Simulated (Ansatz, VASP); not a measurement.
## One calculation of SrTiO3, two programs

Contents of INCAR:

```
PREC = Accurate ; ENCUT = 520
EDIFF = 1E-7 ; ISMEAR = -1
SIGMA = 0.02 ; LREAL = False
LASPH = True ; NELM = 120
ALGO = Normal ; ISIF = 2
LWAVE = False ; LCHARG = False
GGA = PE ; IBRION = 2
NSW = 80 ; EDIFFG = -0.02
GGA_COMPAT = False ; NELMIN = 4
```

Contents of KPOINTS:

```
regular mesh
0
Gamma
  8 8 8
```

POSCAR

```
SrTiO3
1.0
    3.9308616808      0.0000000000      0.0000000000
    0.0000000000      3.9308616808      0.0000000000
    0.0000000000      0.0000000000      3.9308616808
Sr Ti O
1 1 3
Direct
    0.0000000000      0.0000000000      0.0000000000
    0.5000000000      0.5000000000      0.5000000000
    0.0000000000      0.5000000000      0.5000000000
    0.5000000000      0.0000000000      0.5000000000
    0.5000000000      0.5000000000      0.0000000000
```

Input for Ansatz:

```yaml
crystal:
  lattice:
    - [3.9308616808, 0.0, 0.0]
    - [0.0, 3.9308616808, 0.0]
    - [0.0, 0.0, 3.9308616808]
  atoms:
    - { symbol: Sr, position: [0.0, 0.0, 0.0] }
    - { symbol: Ti, position: [0.5, 0.5, 0.5] }
    - { symbol: O, position: [0.0, 0.5, 0.5] }
    - { symbol: O, position: [0.5, 0.0, 0.5] }
    - { symbol: O, position: [0.5, 0.5, 0.0] }
kpoints:
  mp_grid: { grid: [8, 8, 8] }
scf:
  occupations: { method: fermi_dirac, width: 0.02 }
hamiltonian:
  xc: pbe
  pseudopotentials: { kind: paw }
output:
  forces: true
  stress: true
  populations: true
  efg:
    quadrupole_moments_barn: { Sr: 0.305, Ti: 0.247, O: -0.02558 }
    contact_densities: true
  write_density: true
  write_potential: true
  elf: true
  volumetric_format: npy
relax:
  f_tol: 0.02
  max_steps: 60
```

Change from the starting cell: volume scaled by 1.02, ions relaxed.

Alike in both runs: task relaxation of the atoms; functional PBE; k mesh 8 × 8 × 8; occupations fermi-dirac, width 0.02 eV; no spin polarisation.

```csv
,VASP,Ansatz
version,VASP 6.6.1,Ansatz 0.2.0
potentials or method,"VASP PAW PBE potentials, release 64 (Sr_sv, Ti_sv, O)","plane-wave PAW, scalar-relativistic"
plane-wave cutoff (eV),520,420
valence electrons in the cell,40,40
```

|  | VASP | Ansatz | Ansatz less VASP |
| --- | --- | --- | --- |
| gap on the k mesh at the Fermi level, each at its own relaxed structure (eV) | 1.82 | 1.85 | +0.031 |

Ansatz's warnings: stress scf threshold loose.

Noted on VASP's run: the relaxation stopped at its first step, so nothing moved.
